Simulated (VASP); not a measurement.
# In2O3 (Ia-3) in VASP: single point with LDA

Aim: the single point of In2O3 with LDA.

All numbers are computed with VASP 6.6.1; they aren't measurements. Logs are shortened: lines on timing, memory, paths and dates and some standing lists are left out, and cuts for length are marked.

## (1) The cell of the first run

It takes space group Ia-3 (No. 206, cubic). The conventional cell has a = 10.062 Å, b = 10.062 Å, c = 10.062 Å, α = 90.00°, β = 90.00°, γ = 90.00°. In (site symmetry -3) has 6 O at 2.16 Å within 2.9 Å. Within 2.8 Å of In (site symmetry 2) lie 6 O at 2.12 to 2.21 Å. Within 2.8 Å of O (site symmetry 1) lie 4 In at 2.12 to 2.21 Å and 4 O at 2.78 to 2.80 Å.

## (2) Single point, LDA

The input, INCAR:

```
  ALGO = Normal
  EDIFF = 1E-7
  ENCUT = 520
  GGA = CA
  ISIF = 2
  ISMEAR = 0
  LASPH = True
  LCHARG = True
  LELF = True
  LREAL = Auto
  LVHAR = True
  LWAVE = False
  NBANDS = 202
  NELM = 60
  PREC = Accurate
  SIGMA = 0.01
```

The input, KPOINTS:

```
k-points
0
Gamma
  2 2 2
```

The input, POSCAR:

```
In2O3
1.0
   -5.0308268744      5.0308268744      5.0308268744
    5.0308268744     -5.0308268744      5.0308268744
    5.0308268744      5.0308268744     -5.0308268744
In O
16 24
Direct
    0.5000000000      0.5000000000      0.5000000000
    0.5000000000      0.0000000000      0.0000000000
    0.0000000000      0.5000000000      0.0000000000
    0.0000000000      0.0000000000      0.5000000000
    0.2500000000      0.7163647653      0.4663647653
    0.7500000000      0.7836352347      0.0336352347
    0.4663647653      0.2500000000      0.7163647653
    0.0336352347      0.7500000000      0.7836352347
    0.7163647653      0.4663647653      0.2500000000
    0.7836352347      0.0336352347      0.7500000000
    0.7500000000      0.2836352347      0.5336352347
    0.2500000000      0.2163647653      0.9663647653
    0.5336352347      0.7500000000      0.2836352347
    0.9663647653      0.2500000000      0.2163647653
    0.2836352347      0.5336352347      0.7500000000
    0.2163647653      0.9663647653      0.2500000000
    0.5362161324      0.7720521974      0.5445069096
    0.7275452878      0.9917092228      0.9554930904
    0.9637838676      0.5082907772      0.2358360650
    0.7724547122      0.7279478026      0.2641639350
    0.5445069096      0.5362161324      0.7720521974
    0.9554930904      0.7275452878      0.9917092228
    0.2358360650      0.9637838676      0.5082907772
    0.2641639350      0.7724547122      0.7279478026
    0.7720521974      0.5445069096      0.5362161324
    0.9917092228      0.9554930904      0.7275452878
    0.5082907772      0.2358360650      0.9637838676
    0.7279478026      0.2641639350      0.7724547122
    0.4637838676      0.2279478026      0.4554930904
    0.2724547122      0.0082907772      0.0445069096
    0.0362161324      0.4917092228      0.7641639350
    0.2275452878      0.2720521974      0.7358360650
    0.4554930904      0.4637838676      0.2279478026
    0.0445069096      0.2724547122      0.0082907772
    0.7641639350      0.0362161324      0.4917092228
    0.7358360650      0.2275452878      0.2720521974
    0.2279478026      0.4554930904      0.4637838676
    0.0082907772      0.0445069096      0.2724547122
    0.4917092228      0.7641639350      0.0362161324
    0.2720521974      0.7358360650      0.2275452878
```

Potentials or basis: VASP PAW LDA potentials, release 64 (In_d, O).

On the command line:

```console
> cat potpaw_LDA.64/In_d/POTCAR potpaw_LDA.64/O/POTCAR > POTCAR
> mpirun -np 1 vasp_std > vasp.out
```

OUTCAR:

```text
EDIFF = 1E-7
   ENCUT = 520
   GGA = CA
   ISIF = 2
   ISMEAR = 0
   LASPH = True
   LREAL = Auto
   NELM = 60
   PREC = Accurate

 ion  position               nearest neighbor table
   1  0.500  0.500  0.500-  17 2.16  21 2.16  25 2.16  29 2.16  33 2.16  37 2.16   5 3.33   7 3.33
                             9 3.33  11 3.33  13 3.33  15 3.33   8 3.80   6 3.80  12 3.80  14 3.80
   2  0.500  0.000  0.000-  18 2.16  24 2.16  27 2.16  30 2.16  36 2.16  39 2.16   6 3.33   8 3.33
                             9 3.33  12 3.33  14 3.33  15 3.33  13 3.80   7 3.80  10 3.80  16 3.80
   3  0.000  0.500  0.000-  19 2.16  22 2.16  28 2.16  31 2.16  34 2.16  40 2.16   5 3.33   8 3.33
                            10 3.33  11 3.33  14 3.33  16 3.33  13 3.80  15 3.80   9 3.80   7 3.80
   4  0.000  0.000  0.500-  20 2.16  23 2.16  26 2.16  32 2.16  35 2.16  38 2.16   6 3.33   7 3.33
                            10 3.33  12 3.33  13 3.33  16 3.33  14 3.80   8 3.80   5 3.80  11 3.80
   5  0.250  0.716  0.466-  23 2.12  24 2.12  17 2.18  19 2.18  37 2.21  40 2.21   1 3.33   3 3.33
                            14 3.34  13 3.34  15 3.34  16 3.34   2 3.80   4 3.80   8 3.82   7 3.82
   6  0.750  0.784  0.034-  21 2.12  22 2.12  18 2.18  20 2.18  38 2.21  39 2.21   2 3.33   4 3.33
                            14 3.34  15 3.34  16 3.34  13 3.34   1 3.80   3 3.80  10 3.82   8 3.82
   7  0.466  0.250  0.716-  27 2.12  28 2.12  21 2.18  23 2.18  29 2.21  32 2.21   1 3.33   4 3.33
                            15 3.34  16 3.34  11 3.34  12 3.34   2 3.80   3 3.80   9 3.82   6 3.82
   8  0.034  0.750  0.784-  25 2.12  26 2.12  22 2.18  24 2.18  30 2.21  31 2.21   2 3.33   3 3.33
                            11 3.34  12 3.34  15 3.34  16 3.34   4 3.80   1 3.80   6 3.82   5 3.82
   9  0.716  0.466  0.250-  19 2.12  20 2.12  25 2.18  27 2.18  33 2.21  36 2.21   1 3.33   2 3.33
[... 37 lines left out ...]
  39  0.492  0.764  0.036-  13 2.12   2 2.16  15 2.18   6 2.21
  40  0.272  0.736  0.228-  13 2.12   3 2.16  16 2.18   5 2.21

  LATTYP: Found a body centered cubic cell.
 ALAT       =    10.0616537488

  Lattice vectors:

 A1 = (  -5.0308268744,   5.0308268744,   5.0308268744)
 A2 = (   5.0308268744,  -5.0308268744,   5.0308268744)
 A3 = (   5.0308268744,   5.0308268744,  -5.0308268744)

Analysis of symmetry for initial positions (statically):
=====================================================================
 Subroutine PRICEL returns:
 Original cell was already a primitive cell.

 Routine SETGRP: Setting up the symmetry group for a
 body centered cubic supercell.

 Subroutine GETGRP returns: Found 24 space group operations
 (whereof  6 operations were pure point group operations)
 out of a pool of 48 trial point group operations.

The static configuration has the point symmetry S_6 .
 The point group associated with its full space group is T_h .

Analysis of symmetry for dynamics (positions and initial velocities):
=====================================================================
 Subroutine PRICEL returns:
 Original cell was already a primitive cell.

 Routine SETGRP: Setting up the symmetry group for a
 body centered cubic supercell.

 Subroutine GETGRP returns: Found 24 space group operations
 (whereof  6 operations were pure point group operations)
 out of a pool of 48 trial point group operations.

The dynamic configuration has the point symmetry S_6 .
 The point group associated with its full space group is T_h .

 Subroutine INISYM returns: Found 24 space group operations
 (whereof  6 operations are pure point group operations),
 and found     1 'primitive' translations

----------------------------------------------------------------------------------------

                                     Primitive cell

  volume of cell :     509.3052

  direct lattice vectors                    reciprocal lattice vectors
    -5.030826874  5.030826874  5.030826874     0.000000000  0.099387240  0.099387240
     5.030826874 -5.030826874  5.030826874     0.099387240  0.000000000  0.099387240
     5.030826874  5.030826874 -5.030826874     0.099387240  0.099387240  0.000000000

  length of vectors
     8.713647751  8.713647751  8.713647751     0.140554783  0.140554783  0.140554783

  position of ions in fractional coordinates (direct lattice)
     0.500000000  0.500000000  0.500000000
     0.500000000  0.000000000  0.000000000
     0.000000000  0.500000000  0.000000000
     0.000000000  0.000000000  0.500000000
     0.250000000  0.716364765  0.466364765
     0.750000000  0.783635235  0.033635235
[... 32 lines left out ...]
     0.491709223  0.764163935  0.036216132
     0.272052197  0.735836065  0.227545288

  ion indices of the primitive-cell ions
   primitive index   ion index
                 1           1
                 2           2
                 3           3
                 4           4
                 5           5
                 6           6
[... 32 lines left out ...]
                39          39
                40          40

----------------------------------------------------------------------------------------

 KPOINTS: k-points

Automatic generation of k-mesh.
 Grid dimensions read from file:
 generate k-points for:    2    2    2

 Generating k-lattice:

  Cartesian coordinates                     Fractional coordinates (reciprocal lattice)
     0.000000000  0.049693620  0.049693620     0.500000000  0.000000000  0.000000000
     0.049693620  0.000000000  0.049693620     0.000000000  0.500000000  0.000000000
     0.049693620  0.049693620  0.000000000     0.000000000  0.000000000  0.500000000

  Length of vectors
     0.070277392  0.070277392  0.070277392

  Shift w.r.t. Gamma in fractional coordinates (k-lattice)
     0.000000000  0.000000000  0.000000000

 Subroutine IBZKPT returns following result:
 ===========================================

 Found      3 irreducible k-points:

 Following reciprocal coordinates:
            Coordinates               Weight
  0.000000  0.000000  0.000000      1.000000
  0.500000  0.000000  0.000000      6.000000
  0.500000  0.500000  0.500000      1.000000
   k-points           NKPTS =      3   k-points in BZ     NKDIM =      3   number of bands    NBANDS=    202
   number of dos      NEDOS =    301   number of ions     NIONS =     40
   total plane-waves  NPLWV = 343000
   dimension x,y,z NGX =    70 NGY =   70 NGZ =   70
   dimension x,y,z NGXF=   140 NGYF=  140 NGZF=  140
   ions per type =              16  24
   NGX,Y,Z   is equivalent  to a cutoff of  13.36, 13.36, 13.36 a.u.
   NGXF,Y,Z  is equivalent  to a cutoff of  26.71, 26.71, 26.71 a.u.
 SYSTEM =  unknown system
   PREC   = accura    normal or accurate (medium, high low for compatibility)
   ISTART =      0    job   : 0-new  1-cont  2-samecut
   ICHARG =      2    charge: 1-file 2-atom 10-const
   ISPIN  =      1    spin polarized calculation?
   LNONCOLLINEAR =      F non collinear calculations
   LSORBIT =      F    spin-orbit coupling
   LASPH  =      T    aspherical Exc in radial PAW
   ENCUT  =  520.0 eV  38.22 Ry    6.18 a.u.  16.20 16.20 16.20*2*pi/ulx,y,z
   NELM   =     60;   NELMIN=  2; NELMDL= -5     # of ELM steps
   EDIFF  = 0.1E-06   stopping-criterion for ELM
   LREAL  =      T    real-space projection
   EDIFFG = 0.1E-05   stopping-criterion for IOM
   NSW    =      0    number of steps for IOM
   IBRION =     -1    ionic relax: 0-MD 1-quasi-New 2-CG
   NFREE  =      0    steps in history (QN), initial steepest desc. (CG)
   ISIF   =      2    stress and relaxation
   ISYM   =      2    0-nonsym 1-usesym 2-fastsym
   POTIM  = 0.5000    time-step for ionic-motion
   TEBEG  =    0.0;   TEEND  =   0.0 temperature during run
   PSTRESS=    0.0 pullay stress
   NELECT =     352.0000    total number of electrons
   NUPDOWN=      -1.0000    fix difference up-down
   EMIN   =  10.00;   EMAX   =-10.00  energy-range for DOS
   EFERMI =   0.00;   METHOD = LEGACY
   ISMEAR =     0;   SIGMA  =   0.01  broadening in eV -4-tet -1-fermi 0-gaus
   EFERMI_NEDOS =   21; number of points for ismear=-14 and -15
   IALGO  =     38    algorithm
   IMIX   =      4    mixing-type and parameters
     AMIX     =   0.40;   BMIX     =  1.00
     AMIX_MAG =   1.60;   BMIX_MAG =  1.00
  volume/ion in A,a.u.               =      12.73        85.92
  Fermi-wavevector in a.u.,A,eV,Ry     =   1.447426  2.735238 28.504775  2.095042
  Thomas-Fermi vector in A             =   2.565382
   LORBIT       =      0    0 simple, 1 ext, 2 COOP (PROOUT), +10 PAW based schemes
   GGA     = CA    functional components
   LHFCALC =     F    Hartree Fock is set to
   AEXX    =    0.0000 exact exchange contribution
   IVDW    =     0    specifies the selected vdW correction
   LEPSILON=     F    determine dielectric tensor
   LRPA    =     F    only Hartree local field effects (RPA)
 non-spin polarized calculation
 Gauss-broadening in eV      SIGMA  =   0.01
  energy-cutoff  :      520.00
  volume of cell :      509.31
 maximum number of plane-waves:     13798
 NGX is ok and might be reduce to    70
   NGX = 33   NGY = 33   NGZ = 33

 number of electron     352.0000138 magnetization

 Free energy of the ion-electron system (eV)
  ---------------------------------------------------
  ext. energy  EPLUGINS =         0.00000000
  ---------------------------------------------------
  free energy    TOTEN  =      -255.59006991 eV

  energy without entropy =     -255.59006991  energy(sigma->0) =     -255.59006991

 E-fermi :   5.4971     XC(G=0): -11.6426

 val. band max:        5.4213464565   @ k =   0.0000   0.0000   0.0000
 cond. band min:       6.6097032898   @ k =   0.0000   0.0000   0.0000
 fundamental gap:      1.1883568333
 Fermi energy:         5.4970873661

 k-point     1 :       0.0000    0.0000    0.0000
  band No.  band energies     occupation
      1     -12.3052      2.00000
      2     -11.6285      2.00000
      3     -11.6285      2.00000
      4     -11.5507      2.00000
      5     -11.5507      2.00000
      6     -11.5507      2.00000
[... 562 lines left out ...]
    187      11.8426      0.00000
    188      12.0520      0.00000
 [bands above 188 left out]

------------------------ aborting loop because EDIFF is reached ----------------------------------------

  FORCE on cell =-STRESS in cart. coord.  units (eV):
  Direction    XX          YY          ZZ          XY          YZ          ZX
  --------------------------------------------------------------------------------------
  -------------------------------------------------------------------------------------
  Total        2.2825056      2.2825056      2.2825056      0.0000000      0.0000000      0.0000000
  in kB        7.1803286      7.1803286      7.1803286      0.0000000      0.0000000      0.0000000
  external PRESSURE =       7.1803286 kB  Pullay stress =       0.0000000 kB

 VOLUME and BASIS-vectors are now :
 -----------------------------------------------------------------------------
  energy-cutoff  :      520.00
  volume of cell :      509.31
      direct lattice vectors                 reciprocal lattice vectors
    -5.030826874  5.030826874  5.030826874     0.000000000  0.099387240  0.099387240
     5.030826874 -5.030826874  5.030826874     0.099387240  0.000000000  0.099387240
     5.030826874  5.030826874 -5.030826874     0.099387240  0.099387240  0.000000000

 POSITION                                       TOTAL-FORCE (eV/Angst)
 -----------------------------------------------------------------------------------
      2.51541      2.51541      2.51541        -0.000000      0.000000      0.000000
     -2.51541      2.51541      2.51541        -0.000000      0.000000      0.000000
      2.51541     -2.51541      2.51541        -0.000000      0.000000      0.000000
      2.51541      2.51541     -2.51541        -0.000000      0.000000      0.000000
      4.69240      0.00000      2.51541        -0.009840      0.000000      0.000000
      0.33843      0.00000      7.54624         0.009840      0.000000      0.000000
[... 32 lines left out ...]
      1.55287     -1.18848      6.13588         0.004939     -0.003363     -0.007382
      3.47796     -1.18848      3.92577        -0.004939     -0.003363      0.007382
 -----------------------------------------------------------------------------------
    total drift:                               -0.000000     -0.000000      0.000000

  FREE ENERGIE OF THE ION-ELECTRON SYSTEM (eV)
  ---------------------------------------------------
  free  energy   TOTEN  =      -255.5900699090 eV

  energy  without entropy=     -255.5900699090  energy(sigma->0) =     -255.59006991
```

It took 8 min on 1 thread of Intel Xeon 6975P-C (Granite Rapids), shared host; peak memory 0.59 GiB.

Results:

```
Free energy            : -255.5901 eV
Pressure               : 0.7 GPa
Largest force          : 0.010 eV/Å
Band gap on the k mesh : 1.19 eV
```

Forces in eV/Å, atoms in the order of the input:
```
In   0.000  0.000  0.000
In   0.000  0.000  0.000
In   0.000  0.000  0.000
In   0.000  0.000  0.000
In  -0.010  0.000  0.000
In   0.010  0.000  0.000
In   0.000 -0.010  0.000
In   0.000  0.010  0.000
In   0.000  0.000 -0.010
In   0.000  0.000  0.010
In   0.010  0.000  0.000
In  -0.010  0.000  0.000
In   0.000  0.010  0.000
In   0.000 -0.010  0.000
In   0.000  0.000  0.010
In   0.000  0.000 -0.010
O    0.007  0.005 -0.003
O   -0.007 -0.005 -0.003
O    0.007 -0.005  0.003
O   -0.007  0.005  0.003
O   -0.003  0.007  0.005
O   -0.003 -0.007 -0.005
O    0.003  0.007 -0.005
O    0.003 -0.007  0.005
O    0.005 -0.003  0.007
O   -0.005 -0.003 -0.007
O   -0.005  0.003  0.007
O    0.005  0.003 -0.007
O   -0.007 -0.005  0.003
O    0.007  0.005  0.003
O   -0.007  0.005 -0.003
O    0.007 -0.005 -0.003
O    0.003 -0.007 -0.005
O    0.003  0.007  0.005
O   -0.003 -0.007  0.005
O   -0.003  0.007 -0.005
O   -0.005  0.003 -0.007
O    0.005  0.003  0.007
O    0.005 -0.003 -0.007
O   -0.005 -0.003  0.007
```

Caveat: the k points lie up to 0.44 Å⁻¹ apart; spin-orbit coupling is left out, which moves the levels of the heavy elements.
